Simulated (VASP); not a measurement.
# Cd3HgTe4 (P-4m2) in VASP: a series of runs

The runs below take Cd3HgTe4 through single point, relaxation of cell and atoms, with PBE.

Everything below comes from runs of VASP 6.6.1. Logs are shortened: lines on timing, memory, paths and dates and some standing lists are left out, and cuts for length are marked.

### Step 1. The cell of the first run

The structure is tetragonal, space group P-4m2 (No. 115). Conventional cell: a = 4.378 Å, b = 4.378 Å, c = 12.382 Å, α = 90.00°, β = 90.00°, γ = 90.00°. Cd (site symmetry 2mm) has 4 Te at 2.68 Å within 3.5 Å. Cd (site symmetry -4m2) has 4 Te at 2.68 Å within 3.5 Å. Within 3.5 Å of Hg (site symmetry -4m2) lie 4 Te at 2.68 Å. Within 3.5 Å of Te (site symmetry 2mm) lie 4 Cd at 2.68 Å. Te (site symmetry 2mm) has 2 Cd at 2.68 Å and 2 Hg at 2.68 Å within 3.5 Å.

### Step 2. Single point, PBE

INCAR reads:

```
SYSTEM = Cd3HgTe4
  PREC = Accurate
  ENCUT = 520
  EDIFF = 1E-6
  ISMEAR = 0
  SIGMA = 0.1
  LREAL = .FALSE.
  LASPH = .TRUE.
  NELM = 100
  ALGO = Normal
  ISIF = 2
  LWAVE = .FALSE.
  LCHARG = .FALSE.
  GGA = PE
  NBANDS = 46
```

KPOINTS reads:

```
Automatic mesh
0
G
  4 4 2
  0 0 0
```

POSCAR reads:

```
Cd3HgTe4
1.0
    4.3777576600      0.0000000000      0.0000000000
    0.0000000000      4.3777576600      0.0000000000
    0.0000000000      0.0000000000     12.3821685100
Cd Hg Te
3 1 4
Direct
    0.0000000000      0.0000000000      0.7500000000
    0.5000000000      0.5000000000      0.0000000000
    0.0000000000      0.0000000000      0.2500000000
    0.5000000000      0.5000000000      0.5000000000
    0.5000000000      0.0000000000      0.8750000000
    0.0000000000      0.5000000000      0.1250000000
    0.5000000000      0.0000000000      0.3750000000
    0.0000000000      0.5000000000      0.6250000000
```

Potentials or basis: VASP PAW PBE potentials, release 64 (Cd, Hg, Te).

The run is started by

```sh
$ cat potpaw_PBE.64/Cd/POTCAR potpaw_PBE.64/Hg/POTCAR potpaw_PBE.64/Te/POTCAR > POTCAR
$ mpirun -np 1 vasp_std > vasp.out
```

OUTCAR:

```text
SYSTEM = Cd3HgTe4
   PREC = Accurate
   ENCUT = 520
   EDIFF = 1E-6
   ISMEAR = 0
   LREAL = .FALSE.
   LASPH = .TRUE.
   NELM = 100
   ISIF = 2
   GGA = PE

 ion  position               nearest neighbor table
   1  0.000  0.000  0.750-   5 2.68   8 2.68   8 2.68   5 2.68
   2  0.500  0.500  0.000-   5 2.68   6 2.68   5 2.68   6 2.68
   3  0.000  0.000  0.250-   6 2.68   7 2.68   6 2.68   7 2.68
   4  0.500  0.500  0.500-   7 2.68   8 2.68   7 2.68   8 2.68
   5  0.500  0.000  0.875-   1 2.68   2 2.68   2 2.68   1 2.68
   6  0.000  0.500  0.125-   2 2.68   3 2.68   3 2.68   2 2.68
   7  0.500  0.000  0.375-   3 2.68   4 2.68   4 2.68   3 2.68
   8  0.000  0.500  0.625-   1 2.68   4 2.68   1 2.68   4 2.68

  LATTYP: Found a simple tetragonal cell.
 ALAT       =     4.3777576600
 C/A-ratio  =     2.8284271245

  Lattice vectors:

 A1 = (   4.3777576600,   0.0000000000,   0.0000000000)
 A2 = (   0.0000000000,   4.3777576600,   0.0000000000)
 A3 = (   0.0000000000,   0.0000000000,  12.3821685100)

Analysis of symmetry for initial positions (statically):
=====================================================================
 Subroutine PRICEL returns:
 Original cell was already a primitive cell.

 Routine SETGRP: Setting up the symmetry group for a
 simple tetragonal supercell.

 Subroutine GETGRP returns: Found  8 space group operations
 (whereof  8 operations were pure point group operations)
 out of a pool of 16 trial point group operations.

The static configuration has the point symmetry D_2d.

Analysis of symmetry for dynamics (positions and initial velocities):
=====================================================================
 Subroutine PRICEL returns:
 Original cell was already a primitive cell.

 Routine SETGRP: Setting up the symmetry group for a
 simple tetragonal supercell.

 Subroutine GETGRP returns: Found  8 space group operations
 (whereof  8 operations were pure point group operations)
 out of a pool of 16 trial point group operations.

The dynamic configuration has the point symmetry D_2d.

 Subroutine INISYM returns: Found  8 space group operations
 (whereof  8 operations are pure point group operations),
 and found     1 'primitive' translations

----------------------------------------------------------------------------------------

                                     Primitive cell

  volume of cell :     237.3013

[... 92 lines left out ...]
   NFREE  =      0    steps in history (QN), initial steepest desc. (CG)
   ISIF   =      2    stress and relaxation
   ISYM   =      2    0-nonsym 1-usesym 2-fastsym
   POTIM  = 0.5000    time-step for ionic-motion
   TEBEG  =    0.0;   TEEND  =   0.0 temperature during run
   PSTRESS=    0.0 pullay stress
   NELECT =      72.0000    total number of electrons
   NUPDOWN=      -1.0000    fix difference up-down
   EMIN   =  10.00;   EMAX   =-10.00  energy-range for DOS
   EFERMI =   0.00;   METHOD = LEGACY
   ISMEAR =     0;   SIGMA  =   0.10  broadening in eV -4-tet -1-fermi 0-gaus
   EFERMI_NEDOS =   21; number of points for ismear=-14 and -15
   IALGO  =     38    algorithm
   IMIX   =      4    mixing-type and parameters
     AMIX     =   0.40;   BMIX     =  1.00
     AMIX_MAG =   1.60;   BMIX_MAG =  1.00
  volume/ion in A,a.u.               =      29.66       200.17
  Fermi-wavevector in a.u.,A,eV,Ry     =   1.100067  2.078824 16.465041  1.210146
  Thomas-Fermi vector in A             =   2.236472
   LORBIT       =      0    0 simple, 1 ext, 2 COOP (PROOUT), +10 PAW based schemes
   GGA     = PE    functional components
   LHFCALC =     F    Hartree Fock is set to
   AEXX    =    0.0000 exact exchange contribution
   IVDW    =     0    specifies the selected vdW correction
   LEPSILON=     F    determine dielectric tensor
   LRPA    =     F    only Hartree local field effects (RPA)
 non-spin polarized calculation
 Gauss-broadening in eV      SIGMA  =   0.10
  energy-cutoff  :      520.00
  volume of cell :      237.30
 maximum number of plane-waves:      6451
 NGX is ok and might be reduce to    36
   NGX = 17   NGY = 17   NGZ = 47

 number of electron      71.9999989 magnetization

 Free energy of the ion-electron system (eV)
  ---------------------------------------------------
  ext. energy  EPLUGINS =         0.00000000
  ---------------------------------------------------
  free energy    TOTEN  =       -16.28786718 eV

  energy without entropy =      -16.28786717  energy(sigma->0) =      -16.28786718

 E-fermi :   4.3447     XC(G=0):  -9.2383

 val. band max:        3.9660839954   @ k =   0.0000   0.0000   0.0000
 cond. band min:       4.7132257863   @ k =   0.0000   0.0000   0.0000
 fundamental gap:      0.7471417909
 Fermi energy:         4.3447368482

 k-point     1 :       0.0000    0.0000    0.0000
  band No.  band energies     occupation
      1      -8.3952      2.00000
      2      -7.9859      2.00000
      3      -7.9305      2.00000
      4      -7.5799      2.00000
      5      -5.0431      2.00000
      6      -5.0431      2.00000
[... 577 lines left out ...]
     45      11.5209      0.00000
     46      11.6008      0.00000

------------------------ aborting loop because EDIFF is reached ----------------------------------------

  FORCE on cell =-STRESS in cart. coord.  units (eV):
  Direction    XX          YY          ZZ          XY          YZ          ZX
  --------------------------------------------------------------------------------------
  -------------------------------------------------------------------------------------
  Total       18.0153844     18.0153844     17.4314836      0.0000000      0.0000000      0.0000000
  in kB      121.6337154    121.6337154    117.6914168      0.0000000      0.0000000      0.0000000
  external PRESSURE =     120.3196159 kB  Pullay stress =       0.0000000 kB

 VOLUME and BASIS-vectors are now :
 -----------------------------------------------------------------------------
  energy-cutoff  :      520.00
  volume of cell :      237.30
      direct lattice vectors                 reciprocal lattice vectors
     4.377757660  0.000000000  0.000000000     0.228427446  0.000000000  0.000000000
     0.000000000  4.377757660  0.000000000     0.000000000  0.228427446  0.000000000
     0.000000000  0.000000000 12.382168510     0.000000000  0.000000000  0.080761298

 POSITION                                       TOTAL-FORCE (eV/Angst)
 -----------------------------------------------------------------------------------
      0.00000      0.00000      9.28663        -0.000000     -0.000000     -0.013499
      2.18888      2.18888      0.00000         0.000000     -0.000000      0.000000
      0.00000      0.00000      3.09554        -0.000000     -0.000000      0.013499
      2.18888      2.18888      6.19108        -0.000000      0.000000      0.000000
      2.18888      0.00000     10.83440        -0.000000     -0.000000     -0.004049
      0.00000      2.18888      1.54777        -0.000000     -0.000000      0.004049
      2.18888      0.00000      4.64331        -0.000000     -0.000000     -0.194535
      0.00000      2.18888      7.73886        -0.000000     -0.000000      0.194535
 -----------------------------------------------------------------------------------
    total drift:                                0.000000      0.000000      0.000000

  FREE ENERGIE OF THE ION-ELECTRON SYSTEM (eV)
  ---------------------------------------------------
  free  energy   TOTEN  =       -16.2878671790 eV

  energy  without entropy=      -16.2878671745  energy(sigma->0) =      -16.28786718
```

OSZICAR:

```text
N       E                     dE             d eps       ncg     rms          rms(c)
DAV:   1     0.499865787847E+03    0.49987E+03   -0.32956E+04  1104   0.140E+03
DAV:   2     0.102732340836E+02   -0.48959E+03   -0.47504E+03  1234   0.336E+02
DAV:   3    -0.168665486549E+02   -0.27140E+02   -0.26988E+02  1278   0.789E+01
DAV:   4    -0.172457954165E+02   -0.37925E+00   -0.37905E+00  1314   0.818E+00
DAV:   5    -0.172505332097E+02   -0.47378E-02   -0.47377E-02  1258   0.996E-01    0.164E+01
DAV:   6    -0.163381023222E+02    0.91243E+00   -0.21155E+00  1228   0.123E+01    0.124E+01
DAV:   7    -0.163173291951E+02    0.20773E-01   -0.13776E+00  1178   0.496E+00    0.257E+00
DAV:   8    -0.162903505270E+02    0.26979E-01   -0.19341E-01  1182   0.344E+00    0.224E+00
DAV:   9    -0.162882991986E+02    0.20513E-02   -0.32763E-02  1210   0.848E-01    0.607E-01
DAV:  10    -0.162879509110E+02    0.34829E-03   -0.45534E-03  1248   0.502E-01    0.296E-01
DAV:  11    -0.162878021510E+02    0.14876E-03   -0.76742E-04  1212   0.150E-01    0.714E-02
DAV:  12    -0.162878434721E+02   -0.41321E-04   -0.13288E-04  1214   0.403E-02    0.550E-02
DAV:  13    -0.162878636665E+02   -0.20194E-04   -0.51113E-05  1188   0.425E-02    0.143E-02
DAV:  14    -0.162878686138E+02   -0.49472E-05   -0.96745E-06  1134   0.120E-02    0.174E-02
DAV:  15    -0.162878671065E+02    0.15073E-05   -0.32860E-06   936   0.108E-02    0.168E-03
DAV:  16    -0.162878671790E+02   -0.72588E-07   -0.45423E-07   666   0.350E-03
   1 F= -.16287867E+02 E0= -.16287867E+02  d E =-.455320E-08
```

It took 86 s on 1 thread of Intel Xeon Platinum 8559C (Emerald Rapids), shared host; peak memory 0.4 GiB.

Results:

```
Free energy            : -16.2879 eV
Pressure               : 12.0 GPa
Largest force          : 0.195 eV/Å
Band gap on the k mesh : 0.75 eV
```

Forces in eV/Å, atoms in the order of the input:
```
Cd   0.000  0.000 -0.013
Cd   0.000  0.000  0.000
Cd   0.000  0.000  0.013
Hg   0.000  0.000  0.000
Te   0.000  0.000 -0.004
Te   0.000  0.000  0.004
Te   0.000  0.000 -0.195
Te   0.000  0.000  0.195
```

Stress tensor (GPa, compression positive):
```
12.16  0.00  0.00
 0.00 12.16  0.00
 0.00  0.00 11.77
```

Levels at points of the mesh, in eV from the valence-band top:
```
           k point  band 34  band 35  band 36  band 37  band 38  band 39
(0.00, 0.00, 0.00)    -0.02     0.00     0.00     0.75     2.20     2.31
(0.50, 0.00, 0.00)    -1.13    -1.05    -0.94     1.34     1.81     3.01
(0.50, 0.50, 0.00)    -2.54    -2.54    -2.51     2.11     2.19     2.19
(0.00, 0.00, 0.50)    -0.67    -0.42    -0.42     1.83     2.24     2.28
(0.50, 0.00, 0.50)    -1.19    -1.13    -0.94     1.95     2.56     2.57
(0.50, 0.50, 0.50)    -2.78    -2.75    -2.71     2.69     2.91     2.91
```

Caveat: the cell stands under pressure; spin-orbit coupling is left out, which moves the levels of the heavy elements.

### Step 3. Single point, PBE

This run uses another cell than the first one, of 36.35 Å³/atom.

INCAR reads:

```
SYSTEM = Cd3HgTe4
ALGO     = Normal         ! electronic algorithm
EDIFF    = 1E-6           ! SCF threshold, eV
ENCUT    = 520            ! plane-wave cutoff, eV
GGA      = PE             ! functional
ISIF     = 2              ! what is computed and relaxed
ISMEAR   = 0              ! smearing method
LASPH    = .TRUE.         ! aspherical terms in the spheres
LCHARG   = .TRUE.         ! write CHGCAR
LELF     = .TRUE.         ! ELF
LREAL    = .FALSE.        ! projectors in reciprocal space
LVHAR    = .TRUE.       
LWAVE    = .FALSE.        ! write WAVECAR
NBANDS   = 46             ! bands
NELM     = 80             ! most SCF steps
PREC     = Accurate       ! precision mode
SIGMA    = 0.1            ! smearing width, eV
```

KPOINTS reads:

```
k-points
0
G
  4 4 2
  0 0 0
```

POSCAR reads:

```
Cd3HgTe4
1.0
    4.7034502264      0.0000000000      0.0000000000
    0.0000000000      4.7034502264      0.0000000000
    0.0000000000      0.0000000000     13.1432327938
Cd Hg Te
3 1 4
Direct
    0.0000000000      0.0000000000      0.7505293567
    0.5000000000      0.5000000000      0.0000000000
    0.0000000000      0.0000000000      0.2494706433
    0.5000000000      0.5000000000      0.5000000000
    0.5000000000      0.0000000000      0.8752971295
    0.0000000000      0.5000000000      0.1247028705
    0.5000000000      0.0000000000      0.3737961539
    0.0000000000      0.5000000000      0.6262038461
```

Potentials or basis: VASP PAW PBE potentials, release 64 (Cd, Hg, Te).

The run is started by

```sh
$ cat potpaw_PBE.64/Cd/POTCAR potpaw_PBE.64/Hg/POTCAR potpaw_PBE.64/Te/POTCAR > POTCAR
$ mpirun -np 1 vasp_std > vasp.out
```

OUTCAR:

```text
SYSTEM = Cd3HgTe4
   EDIFF = 1E-6
   ENCUT = 520
   GGA = PE
   ISIF = 2
   ISMEAR = 0
   LASPH = .TRUE.
   LREAL = .FALSE.
   NELM = 80
   PREC = Accurate

 ion  position               nearest neighbor table
   1  0.000  0.000  0.751-   8 2.86   8 2.86   5 2.87   5 2.87
   2  0.500  0.500  0.000-   5 2.87   6 2.87   5 2.87   6 2.87
   3  0.000  0.000  0.249-   7 2.86   7 2.86   6 2.87   6 2.87
   4  0.500  0.500  0.500-   7 2.88   8 2.88   7 2.88   8 2.88
   5  0.500  0.000  0.875-   2 2.87   2 2.87   1 2.87   1 2.87
   6  0.000  0.500  0.125-   2 2.87   2 2.87   3 2.87   3 2.87
   7  0.500  0.000  0.374-   3 2.86   3 2.86   4 2.88   4 2.88
   8  0.000  0.500  0.626-   1 2.86   1 2.86   4 2.88   4 2.88

  LATTYP: Found a simple tetragonal cell.
 ALAT       =     4.7034502264
 C/A-ratio  =     2.7943811800

  Lattice vectors:

 A1 = (   4.7034502264,   0.0000000000,   0.0000000000)
 A2 = (   0.0000000000,   4.7034502264,   0.0000000000)
 A3 = (   0.0000000000,   0.0000000000,  13.1432327938)

Analysis of symmetry for initial positions (statically):
[... 181 lines left out ...]
  band No.  band energies     occupation
      1      -9.0727      2.00000
      2      -8.8196      2.00000
      3      -8.7856      2.00000
      4      -8.5629      2.00000
      5      -6.2542      2.00000
      6      -6.2542      2.00000
[... 577 lines left out ...]
     45       9.1083      0.00000
     46       9.2086      0.00000

------------------------ aborting loop because EDIFF is reached ----------------------------------------

  FORCE on cell =-STRESS in cart. coord.  units (eV):
  Direction    XX          YY          ZZ          XY          YZ          ZX
  --------------------------------------------------------------------------------------
  -------------------------------------------------------------------------------------
  Total        0.3599804      0.3599804      0.2899634      0.0000000      0.0000000      0.0000000
  in kB        1.9836003      1.9836003      1.5977856      0.0000000      0.0000000      0.0000000
  external PRESSURE =       1.8549954 kB  Pullay stress =       0.0000000 kB

 VOLUME and BASIS-vectors are now :
 -----------------------------------------------------------------------------
  energy-cutoff  :      520.00
  volume of cell :      290.76
      direct lattice vectors                 reciprocal lattice vectors
     4.703450226  0.000000000  0.000000000     0.212609883  0.000000000  0.000000000
     0.000000000  4.703450226  0.000000000     0.000000000  0.212609883  0.000000000
     0.000000000  0.000000000 13.143232794     0.000000000  0.000000000  0.076084782

 POSITION                                       TOTAL-FORCE (eV/Angst)
 -----------------------------------------------------------------------------------
      0.00000      0.00000      9.86438        -0.000000      0.000000      0.001307
      2.35173      2.35173      0.00000         0.000000      0.000000      0.000000
      0.00000      0.00000      3.27885         0.000000      0.000000     -0.001307
      2.35173      2.35173      6.57162         0.000000     -0.000000      0.000000
      2.35173      0.00000     11.50423         0.000000      0.000000     -0.000145
      0.00000      2.35173      1.63900         0.000000      0.000000      0.000145
      2.35173      0.00000      4.91289         0.000000      0.000000      0.004041
      0.00000      2.35173      8.23034         0.000000      0.000000     -0.004041
 -----------------------------------------------------------------------------------
    total drift:                                0.000000      0.000000      0.000000

  FREE ENERGIE OF THE ION-ELECTRON SYSTEM (eV)
  ---------------------------------------------------
  free  energy   TOTEN  =       -17.9778924197 eV

  energy  without entropy=      -17.9752024959  energy(sigma->0) =      -17.97654746
```

Wall time 96 s (1 thread of Intel Xeon Platinum 8559C (Emerald Rapids), shared host); peak memory 0.43 GiB.

Results:

```
Free energy            : -17.9779 eV
Pressure               : 0.2 GPa
Largest force          : 0.004 eV/Å
Band gap on the k mesh : 0.16 eV
```

Forces in eV/Å, atoms in the order of the input:
```
Cd   0.000  0.000  0.001
Cd   0.000  0.000  0.000
Cd   0.000  0.000 -0.001
Hg   0.000  0.000  0.000
Te   0.000  0.000  0.000
Te   0.000  0.000  0.000
Te   0.000  0.000  0.004
Te   0.000  0.000 -0.004
```

Levels at points of the mesh, in eV from the valence-band top:
| k point | band 32 | band 33 | band 34 | band 35 | band 36 | band 37 | band 38 | band 39 | band 40 | band 41 |
| --- | --- | --- | --- | --- | --- | --- | --- | --- | --- | --- |
| (0.00, 0.00, 0.00) | -0.99 | -0.99 | -0.02 | -0.02 | 0.00 | 0.16 | 2.25 | 2.55 | 2.63 | 2.72 |
| (0.50, 0.00, 0.00) | -0.85 | -0.81 | -0.75 | -0.69 | -0.62 | 1.19 | 1.66 | 2.64 | 2.86 | 5.04 |
| (0.50, 0.50, 0.00) | -2.05 | -1.75 | -1.75 | -1.75 | -1.69 | 2.19 | 2.70 | 2.71 | 2.71 | 3.66 |
| (0.00, 0.00, 0.50) | -1.19 | -0.46 | -0.46 | -0.28 | -0.28 | 1.35 | 1.76 | 2.40 | 2.54 | 2.89 |
| (0.50, 0.00, 0.50) | -1.26 | -0.85 | -0.85 | -0.82 | -0.62 | 1.64 | 2.27 | 2.28 | 2.31 | 4.89 |
| (0.50, 0.50, 0.50) | -1.92 | -1.89 | -1.89 | -1.89 | -1.88 | 2.52 | 3.16 | 3.17 | 3.30 | 3.30 |

Caveat: spin-orbit coupling is left out, which moves the levels of the heavy elements.

(Continued in part 2 of 2.)
